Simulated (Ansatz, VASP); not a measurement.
C: VASP beside Ansatz

```
C
1.0
    -1.76586    1.76586    0.00000
     0.00000    0.00000    3.53172
     1.76586    1.76586    0.00000
C
4
Direct
  0.50000 0.37500 0.25000
  0.00000 0.87500 0.75000
  0.00000 0.12500 0.25000
  0.50000 0.62500 0.75000
```

Alike in both runs: task single point; functional LDA; k mesh 10 × 7 × 10; occupations fermi-dirac, width 0.02 eV; no spin polarisation.

|  | VASP | Ansatz |
| --- | --- | --- |
| version | VASP 6.6.1 | Ansatz 0.2.0 |
| potentials or method | VASP PAW LDA potentials, release 64 (C_h) | PAW with Ansatz's default frozen-core files, scalar-relativistic |
| plane-wave cutoff (eV) | 910 | 420 |
| valence electrons in the cell | 16 | 16 |

```tsv
	VASP	Ansatz	Ansatz less VASP
gap on the k mesh at the Fermi level (eV)	4.17	4.17	-0.001
```

LDA's correlation is that of Perdew and Zunger in VASP and of Perdew and Wang (1992) in Ansatz.

Noted on VASP's run: the cutoff is short for stress, so the pressure is rough.
